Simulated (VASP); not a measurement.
Hf4F, 5 atoms in the cell. The cell holds a slab with vacuum, 5 atoms: a = 3.205 Å, b = 3.205 Å, c = 24.528 Å, α = 90.00°, β = 90.00°, γ = 120.00°. 

| Property | Result |
| --- | --- |
| Program | VASP 6.6.1 |
| Task | single point |
| Functional | PBE |
| Potentials or basis | VASP PAW PBE potentials, release 64 (Hf_pv, F) |
| Cutoff | 520 eV |
| k mesh | 9 × 9 × 1 |
| Occupations | gaussian, width 0.1 eV |
| Spin | no spin polarisation |
| Dipole correction | yes |
| Further INCAR settings | ALGO = Normal; EDIFF = 1e-07; NBANDS = 32 |

Potentials or basis: VASP PAW PBE potentials, release 64 (Hf_pv, F).

The run is started by

```sh
$ cat potpaw_PBE.64/Hf_pv/POTCAR potpaw_PBE.64/F/POTCAR > POTCAR
$ mpirun -np 1 vasp_std > vasp.out
```

Hardware: 1 thread of Intel(R) Xeon(R) Platinum 8259CL CPU @ 2.50GHz (Skylake/Cascade Lake) (shared host).

Problem. Estimate the wall time of this run.

Solution. Wall time 15 min on 1 thread of Intel(R) Xeon(R) Platinum 8259CL CPU @ 2.50GHz (Skylake/Cascade Lake), on a shared host, peak memory 0.4 GiB. Counts: scf iterations 76, k points 25.
